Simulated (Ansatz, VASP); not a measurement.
**Ir: VASP beside Ansatz**

INCAR

```
  PREC = Accurate
  ENCUT = 520
  EDIFF = 1E-7
  ISMEAR = 0
  SIGMA = 0.1
  LREAL = False
  LASPH = True
  NELM = 150
  ALGO = Normal
  ISIF = 2
  LWAVE = False
  LCHARG = False
  ISPIN = 2
  MAGMOM = 1 1
  LORBIT = 11
  LMAXMIX = 4
  GGA = PS
  NBANDS = 20
```

The input KPOINTS:

```
Automatic mesh
0
Gamma
  4 18 6
```

POSCAR

```
Ir
1.0
   12.2384552500      0.0000000000      0.0000000000
    0.0000000000      2.2334312600      0.0000000000
    0.0000000000      0.0000000000      7.1930008000
Ir
2
Direct
    0.2500000000      0.0000000000      0.1639884000
    0.7500000000      0.0000000000      0.8360116000
```

Input for Ansatz:

```yaml
crystal:
  lattice:
    - [12.23845525, 0.0, 0.0]
    - [0.0, 2.23343126, 0.0]
    - [0.0, 0.0, 7.1930008]
  atoms:
    - { symbol: Ir, position: [0.25, 0.0, 0.1639884], spin: 1.0 }
    - { symbol: Ir, position: [0.75, 0.0, 0.8360116], spin: 1.0 }
basis:
  ecutwfc: 420
kpoints:
  mp_grid: { grid: [4, 18, 6] }
hamiltonian:
  xc: pbesol
scf:
  occupations: { method: gaussian, width: 0.1 }
  lower_state_search: "off"
output:
  forces: true
  stress: true
  eigenvalues: true
  populations: true
  write_density: true
  write_potential: true
  elf: true
  volumetric_format: npy
magnetization:
  spin_polarized: true
```

Alike in both runs: task single point; functional PBEsol; k mesh 4 × 18 × 6; occupations gaussian, width 0.1 eV; collinear spin.

|  | VASP | Ansatz |
| --- | --- | --- |
| version | VASP 6.6.1 | Ansatz 0.2.0 |
| potentials or method | VASP PAW PBE potentials, release 64 (Ir), cutoff 520 eV | scalar-relativistic, plane waves, PAW |
| valence electrons in the cell | 18 | 34 |

```csv
,VASP,Ansatz,Ansatz less VASP
gap on the k mesh at the Fermi level (eV),none,none,-
pressure (GPa),0.7,0.8,+0.04
"traceless stress, the component that is largest in VASP (GPa)",1.48,1.53,+0.053
net moment per atom (μB),0.55,0.56,+0.001
size of the moment on the site where the two differ most (μB),0.53,0.41,-0.121
```

VASP's potentials were made for PBE, not for PBEsol. Site moments also hang on the region over which each program counts them. A gap of «none» marks a metal or a gap that the smearing closes. With one functional, cell and mesh, what is left measures potentials, basis and numerics. VASP's potentials hold 18 valence electrons a cell and Ansatz's 34, so a difference there can come from the potentials and not from the codes. Ansatz's warnings: xc potential rough in thin density.

Spin-orbit coupling is off throughout.
